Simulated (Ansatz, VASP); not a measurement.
Au: VASP beside Ansatz

The input INCAR:

```
ALGO = Fast
EDIFF = 1E-6
ENCUT = 520
GGA = PS
ISIF = 2
ISMEAR = 0
LASPH = True
LCHARG = True
LELF = True
LREAL = False
LVHAR = True
LWAVE = False
NBANDS = 12
NELM = 60
PREC = Accurate
SIGMA = 0.15
```

KPOINTS

```
k-points
0
Gamma
  26 26 26
```

POSCAR

```
Au
1.0
    0.0000000000      1.9806763535      2.0113053693
    1.9806763535      0.0000000000      2.0113053693
    1.9806763535      1.9806763535      0.0000000000
Au
1
Direct
    0.0000000000      0.0000000000      0.0000000000
```

Input for Ansatz:

```yaml
crystal:
  lattice:
    - [0.0, 1.9806763535, 2.0113053693]
    - [1.9806763535, 0.0, 2.0113053693]
    - [1.9806763535, 1.9806763535, 0.0]
  atoms:
    - { symbol: Au, position: [0.0, 0.0, 0.0] }
basis:
  ecutwfc: 420
kpoints:
  mp_grid: { grid: [26, 26, 26] }
hamiltonian:
  xc: pbesol
scf:
  occupations: { method: gaussian, width: 0.15 }
output:
  forces: true
  stress: true
  eigenvalues: true
  write_density: true
  write_potential: true
  elf: true
  volumetric_format: npy
```

Change from the starting cell: strain -0.030 along x and y, -0.015 along z, atoms carried along.

Alike in both runs: task single point; functional PBEsol; k mesh 26 × 26 × 26; occupations gaussian, width 0.15 eV; no spin polarisation.

|  | VASP | Ansatz |
| --- | --- | --- |
| version | VASP 6.6.1 | Ansatz 0.2.0 |
| potentials or method | VASP PAW PBE potentials, release 64 (Au), cutoff 520 eV | scalar-relativistic, plane waves, PAW |
| valence electrons in the cell | 11 | 19 |

```tsv
	VASP	Ansatz	Ansatz less VASP
gap on the k mesh at the Fermi level (eV)	none	none	-
pressure (GPa)	16.1	16.4	+0.30
traceless stress, the component that is largest in VASP (GPa)	-0.44	-0.44	+0.002
```

VASP's potentials were made for PBE, not for PBEsol. A gap of «none» marks a metal or a gap that the smearing closes. The functional is the same, so the differences come from potentials, cutoffs and numerics. VASP's potentials hold 11 valence electrons a cell and Ansatz's 19, so a difference there can come from the potentials and not from the codes.

Spin-orbit coupling is off throughout.
